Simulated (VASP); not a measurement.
# TiN (Fm-3m) in VASP: a series of runs, part 2 of 2

VASP 6.6.1.

## (4) Electric field gradients, r2SCAN

File POSCAR:

```
TiN
1.0
    0.0000000000      2.1220000000      2.1220000000
    2.1220000000      0.0000000000      2.1220000000
    2.1220000000      2.1220000000      0.0000000000
Ti N
1 1
Direct
    0.0000000000      0.0000000000      0.0000000000
    0.5000000000      0.5000000000      0.5000000000
```

File INCAR.step1:

```
ALGO = Normal
EDIFF = 1E-4
ENCUT = 520
GGA = PE
ISMEAR = -1
LASPH = T
LCHARG = F
LREAL = F
LWAVE = T
NBANDS = 16
NELM = 80
PREC = Accurate
SIGMA = 0.05
```

File INCAR.step2:

```
ALGO = Normal
EDIFF = 1E-8
ENCUT = 520
ISIF = 2
ISMEAR = -1
ISTART = 1
LASPH = T
LCHARG = F
LEFG = T
LMIXTAU = T
LREAL = F
LWAVE = F
METAGGA = R2SCAN
NBANDS = 16
NELM = 80
PREC = Accurate
SIGMA = 0.05
```

File KPOINTS:

```
k-points
0
Gamma
  13 13 13
```

Potentials or basis: VASP PAW PBE potentials, release 64 (Ti_sv, N).

On the command line:

```
$ cat potpaw_PBE.64/Ti_sv/POTCAR potpaw_PBE.64/N/POTCAR > POTCAR
$ cp INCAR.step1 INCAR
$ mpirun -np 1 vasp_std > vasp.out
$ cp INCAR.step2 INCAR
$ mpirun -np 1 vasp_std > vasp.out
```

OUTCAR:

```text
EDIFF = 1E-8
   ENCUT = 520
   ISIF = 2
   ISMEAR = -1
   ISTART = 1
   LASPH = T
   LREAL = F
   METAGGA = R2SCAN
   NELM = 80
   PREC = Accurate

 ion  position               nearest neighbor table
   1  0.000  0.000  0.000-   2 2.12   2 2.12   2 2.12   2 2.12   2 2.12   2 2.12
   2  0.500  0.500  0.500-   1 2.12   1 2.12   1 2.12   1 2.12   1 2.12   1 2.12

  LATTYP: Found a face centered cubic cell.
 ALAT       =     4.2440000000

  Lattice vectors:

 A1 = (   0.0000000000,   2.1220000000,   2.1220000000)
 A2 = (   2.1220000000,   0.0000000000,   2.1220000000)
 A3 = (   2.1220000000,   2.1220000000,   0.0000000000)

Analysis of symmetry for initial positions (statically):
=====================================================================
 Subroutine PRICEL returns:
 Original cell was already a primitive cell.

 Routine SETGRP: Setting up the symmetry group for a
 face centered cubic supercell.

 Subroutine GETGRP returns: Found 48 space group operations
 (whereof 48 operations were pure point group operations)
 out of a pool of 48 trial point group operations.

The static configuration has the point symmetry O_h .

Analysis of symmetry for dynamics (positions and initial velocities):
=====================================================================
 Subroutine PRICEL returns:
 Original cell was already a primitive cell.

 Routine SETGRP: Setting up the symmetry group for a
 face centered cubic supercell.

 Subroutine GETGRP returns: Found 48 space group operations
 (whereof 48 operations were pure point group operations)
 out of a pool of 48 trial point group operations.

The dynamic configuration has the point symmetry O_h .

 Subroutine INISYM returns: Found 48 space group operations
[... 150 lines left out ...]

 k-point     1 :       0.0000    0.0000    0.0000
  band No.  band energies     occupation
      1     -48.7391      2.00000
      2     -23.6774      2.00000
      3     -23.6773      2.00000
      4     -23.6773      2.00000
      5      -6.6192      2.00000
      6       9.2489      2.00000
[... 433 lines left out ...]
      3     -23.7985      2.00000
      4     -23.7679      2.00000
      5      -4.5662      2.00000
      6       3.9431      2.00000
[... 8 lines left out ...]
     15      25.4402      0.00000
     16      26.5357      0.00000

 [... further k-points ...]
[... 5 lines left out ...]
  --------------------------------------------------------------------------------------
  -------------------------------------------------------------------------------------
  Total       -0.1069145     -0.1069145     -0.1069145      0.0000000      0.0000000      0.0000000
  in kB       -8.9635670     -8.9635670     -8.9635670      0.0000000      0.0000000      0.0000000
  external PRESSURE =      -8.9635670 kB  Pullay stress =       0.0000000 kB

 VOLUME and BASIS-vectors are now :
 -----------------------------------------------------------------------------
  energy-cutoff  :      520.00
  volume of cell :       19.11
      direct lattice vectors                 reciprocal lattice vectors
     0.000000000  2.122000000  2.122000000    -0.235626767  0.235626767  0.235626767
     2.122000000  0.000000000  2.122000000     0.235626767 -0.235626767  0.235626767
     2.122000000  2.122000000  0.000000000     0.235626767  0.235626767 -0.235626767

 POSITION                                       TOTAL-FORCE (eV/Angst)
 -----------------------------------------------------------------------------------
      0.00000      0.00000      0.00000         0.000000     -0.000000      0.000000
      2.12200      2.12200      2.12200        -0.000000      0.000000     -0.000000
 -----------------------------------------------------------------------------------
    total drift:                                0.000000     -0.000000     -0.000000

  FREE ENERGIE OF THE ION-ELECTRON SYSTEM (eV)
  ---------------------------------------------------
  free  energy   TOTEN  =       -26.0198312049 eV

  energy  without entropy=      -26.0131615873  energy(sigma->0) =      -26.01649640

 Electric field gradients (V/A^2)
---------------------------------------------------------------------
 ion       V_xx      V_yy      V_zz      V_xy      V_xz      V_yz
---------------------------------------------------------------------
   1      -0.000    -0.000    -0.000     0.001     0.001     0.001
   2       0.000     0.000    -0.000    -0.001    -0.001    -0.001
---------------------------------------------------------------------

 Electric field gradients after diagonalization (V/A^2)
 (convention: |V_zz| > |V_xx| > |V_yy|)
----------------------------------------------------------------------
 ion       V_xx      V_yy      V_zz     asymmetry (V_yy - V_xx)/ V_zz
----------------------------------------------------------------------
   1      -0.001    -0.001     0.002       0.000
   2       0.001     0.001    -0.001       0.000
----------------------------------------------------------------------

           NMR quadrupolar parameters

 Cq : quadrupolar parameter    Cq=e*Q*V_zz/h
 eta: asymmetry parameters     (V_yy - V_xx)/ V_zz
 Q  : nuclear electric quadrupole moment in mb (millibarn)
----------------------------------------------------------------------
 ion       Cq(MHz)       eta       Q (mb)
----------------------------------------------------------------------
   1       0.000       0.000       1.000
   2      -0.000       0.000       1.000
----------------------------------------------------------------------
```

OUTCAR.step1:

```text
EDIFF = 1E-4
   ENCUT = 520
   GGA = PE
   ISMEAR = -1
   LASPH = T
   LREAL = F
[... 674 lines left out ...]
 -----------------------------------------------------------------------------------
      0.00000      0.00000      0.00000         0.000000     -0.000000     -0.000000
      2.12200      2.12200      2.12200         0.000000      0.000000      0.000000
 -----------------------------------------------------------------------------------
    total drift:                                0.000000     -0.000000     -0.000000

  FREE ENERGIE OF THE ION-ELECTRON SYSTEM (eV)
  ---------------------------------------------------
  free  energy   TOTEN  =       -19.6416215827 eV

  energy  without entropy=      -19.6347117873  energy(sigma->0) =      -19.63816669
```

Run time: 2 min. Hardware: 1 thread of Intel Xeon 8259CL, shared host; peak memory 0.16 GiB.

What came out:

* Free energy: -26.0198 eV
* Pressure: -0.9 GPa
* Band gap on the k mesh: zero (an odd number of electrons rules out a gap without spin polarisation)
* Largest electric field gradient by atom: zero within the noise of the run

Levels at points of the mesh, in eV from the Fermi level:
| k point | band 6 | band 7 | band 8 | band 9 | band 10 | band 11 | band 12 | band 13 |
| --- | --- | --- | --- | --- | --- | --- | --- | --- |
| (0.00, 0.00, 0.00) | -2.41 | -2.41 | -2.41 | -0.65 | -0.65 | -0.65 | 0.55 | 0.55 |

Caveat: the PAW data sets were made with another functional, which shifts forces and pressure a little.

## (5) Electric field gradients, PBE, non-collinear spin, zero start, spin-orbit coupling

File INCAR:

```
SYSTEM = TiN
PREC = Accurate ; ENCUT = 520
EDIFF = 1E-8 ; ISMEAR = -1
SIGMA = 0.05 ; LREAL = .FALSE.
LASPH = .TRUE. ; NELM = 150
ALGO = Normal ; ISIF = 2
LWAVE = .FALSE. ; LCHARG = .FALSE.
LNONCOLLINEAR = .TRUE. ; MAGMOM = 0 0 0 0 0 0
LORBIT = 11 ; LSORBIT = .TRUE.
GGA_COMPAT = .FALSE. ; LORBMOM = .TRUE.
LMAXMIX = 4 ; GGA = PE
LEFG = .TRUE. ; NBANDS = 29
```

File KPOINTS:

```
Automatic mesh
0
G
  13 13 13
  0 0 0
```

POSCAR is that of step 4.

Potentials or basis: VASP PAW PBE potentials, release 64 (Ti_sv, N).

On the command line:

```
$ cat potpaw_PBE.64/Ti_sv/POTCAR potpaw_PBE.64/N/POTCAR > POTCAR
$ mpirun -np 1 vasp_ncl > vasp.out
```

OUTCAR:

```text
SYSTEM = TiN
   PREC = Accurate
   ENCUT = 520
   EDIFF = 1E-8
   ISMEAR = -1
   LREAL = .FALSE.
   LASPH = .TRUE.
   NELM = 150
   ISIF = 2
   LNONCOLLINEAR = .TRUE.
   LORBIT = 11
   LSORBIT = .TRUE.
   GGA = PE

 ion  position               nearest neighbor table
   1  0.000  0.000  0.000-   2 2.12   2 2.12   2 2.12   2 2.12   2 2.12   2 2.12
   2  0.500  0.500  0.500-   1 2.12   1 2.12   1 2.12   1 2.12   1 2.12   1 2.12

  LATTYP: Found a face centered cubic cell.
 ALAT       =     4.2440000000

  Lattice vectors:

 A1 = (   0.0000000000,   2.1220000000,   2.1220000000)
 A2 = (   2.1220000000,   0.0000000000,   2.1220000000)
 A3 = (   2.1220000000,   2.1220000000,   0.0000000000)

Analysis of symmetry for initial positions (statically):
=====================================================================
 Subroutine PRICEL returns:
 Original cell was already a primitive cell.

 Routine SETGRP: Setting up the symmetry group for a
 face centered cubic supercell.

 Subroutine GETGRP returns: Found 48 space group operations
 (whereof 48 operations were pure point group operations)
 out of a pool of 48 trial point group operations.

The static configuration has the point symmetry O_h .

Analysis of symmetry for dynamics (positions and initial velocities):
=====================================================================
 Subroutine PRICEL returns:
 Original cell was already a primitive cell.

 Routine SETGRP: Setting up the symmetry group for a
 face centered cubic supercell.

 Subroutine GETGRP returns: Found 48 space group operations
 (whereof 48 operations were pure point group operations)
 out of a pool of 48 trial point group operations.

The dynamic configuration has the point symmetry O_h .

Analysis of structural, dynamic, and magnetic symmetry:
=====================================================================
 Subroutine PRICEL returns:
 Original cell was already a primitive cell.

 Routine SETGRP: Setting up the symmetry group for a
[... 1007 lines left out ...]
  1         0.000   0.000   0.000
  2         0.000   0.000   0.000
 ----------------------------------------
            0.000   0.000   0.000

 orbital moment (z)

 # of ion     p       d       tot
 ----------------------------------------
  1         0.000   0.000   0.000
  2         0.000   0.000   0.000
 ----------------------------------------
            0.000   0.000   0.000

 Spin-Orbit-Coupling matrix elements

 Ion:    1  E_soc:     -0.0104634
 l=   1
     0.0000000    -0.0016621    -0.0016621
    -0.0016621     0.0000000    -0.0016621
    -0.0016621    -0.0016621     0.0000000
 l=   2
     0.0000000    -0.0000232     0.0000000    -0.0000232    -0.0000586
    -0.0000232     0.0000000    -0.0000439    -0.0000232    -0.0000146
     0.0000000    -0.0000439     0.0000000    -0.0000439     0.0000000
    -0.0000232    -0.0000232    -0.0000439     0.0000000    -0.0000146
    -0.0000586    -0.0000146     0.0000000    -0.0000146     0.0000000
 l=   3
     0.0000000     0.0000000     0.0000000     0.0000000     0.0000000     0.0000000     0.0000000
     0.0000000     0.0000000     0.0000000     0.0000000     0.0000000     0.0000000     0.0000000
     0.0000000     0.0000000     0.0000000     0.0000000     0.0000000     0.0000000     0.0000000
     0.0000000     0.0000000     0.0000000     0.0000000     0.0000000     0.0000000     0.0000000
     0.0000000     0.0000000     0.0000000     0.0000000     0.0000000     0.0000000     0.0000000
     0.0000000     0.0000000     0.0000000     0.0000000     0.0000000     0.0000000     0.0000000
     0.0000000     0.0000000     0.0000000     0.0000000     0.0000000     0.0000000     0.0000000

 Ion:    2  E_soc:     -0.0000864
 l=   1
     0.0000000    -0.0000144    -0.0000144
    -0.0000144     0.0000000    -0.0000144
    -0.0000144    -0.0000144     0.0000000
 l=   2
     0.0000000     0.0000000     0.0000000     0.0000000     0.0000000
     0.0000000     0.0000000     0.0000000     0.0000000     0.0000000
     0.0000000     0.0000000     0.0000000     0.0000000     0.0000000
     0.0000000     0.0000000     0.0000000     0.0000000     0.0000000
     0.0000000     0.0000000     0.0000000     0.0000000     0.0000000
 l=   3
     0.0000000     0.0000000     0.0000000     0.0000000     0.0000000     0.0000000     0.0000000
     0.0000000     0.0000000     0.0000000     0.0000000     0.0000000     0.0000000     0.0000000
     0.0000000     0.0000000     0.0000000     0.0000000     0.0000000     0.0000000     0.0000000
     0.0000000     0.0000000     0.0000000     0.0000000     0.0000000     0.0000000     0.0000000
     0.0000000     0.0000000     0.0000000     0.0000000     0.0000000     0.0000000     0.0000000
     0.0000000     0.0000000     0.0000000     0.0000000     0.0000000     0.0000000     0.0000000
     0.0000000     0.0000000     0.0000000     0.0000000     0.0000000     0.0000000     0.0000000

 total charge

# of ion       s       p       d       tot
------------------------------------------
    1        2.182   6.227   1.969  10.379
    2        1.246   2.506   0.000   3.753
--------------------------------------------------
tot          3.429   8.734   1.969  14.132

 magnetization (x)

# of ion       s       p       d       tot
------------------------------------------
    1        0.000   0.000   0.000   0.000
    2       -0.000  -0.000   0.000  -0.000
--------------------------------------------------
tot          0.000  -0.000   0.000  -0.000

 magnetization (y)

# of ion       s       p       d       tot
------------------------------------------
    1        0.000   0.000  -0.000   0.000
    2       -0.000  -0.000   0.000  -0.000
--------------------------------------------------
tot          0.000  -0.000  -0.000  -0.000

 magnetization (z)

# of ion       s       p       d       tot
------------------------------------------
    1        0.000   0.000   0.000   0.000
    2        0.000  -0.000   0.000  -0.000
--------------------------------------------------
tot          0.000  -0.000   0.000  -0.000
```

Run time: 4.3 min. Hardware: 1 thread of Intel Xeon 8259CL, shared host; peak memory 0.24 GiB.

What came out:

```
Free energy                                           : -19.6469 eV
Pressure                                              : 1.0 GPa
Net moment                                            : 0.00 μB per cell
Largest electric field gradient by atom               : zero within the noise of the run
Valence electrons inside the program's atomic spheres : Ti 10.38; N 3.75
```

Moments on the atoms (μB; x, y, z):
```
Ti  0.00 0.00 0.00
N   0.00 0.00 0.00
```

## (6) Summary

```tsv
level	potentials or basis	spin	gap on the mesh (eV)	pressure (GPa)
LDA	VASP PAW LDA potentials, release 64 (Ti_sv, N)	off	none	-13.9
PBEsol	VASP PAW PBE potentials, release 64 (Ti_sv, N)	off	none	-7.6
r2SCAN	VASP PAW PBE potentials, release 64 (Ti_sv, N)	off	none	-0.9
PBE	VASP PAW PBE potentials, release 64 (Ti_sv, N)	non-collinear, zero start, SOC	-	1.0
```

Alike in all rows: task electric field gradients; cell as given; k mesh 13 × 13 × 13; cutoff (eV) 520; smearing fermi-dirac 0.05 eV.

Caveats: the cell stands under tension (at least some runs); the PAW data sets were made with another functional, which shifts forces and pressure a little (at least some runs).

Absolute energies hang on the potentials; compare differences alone.
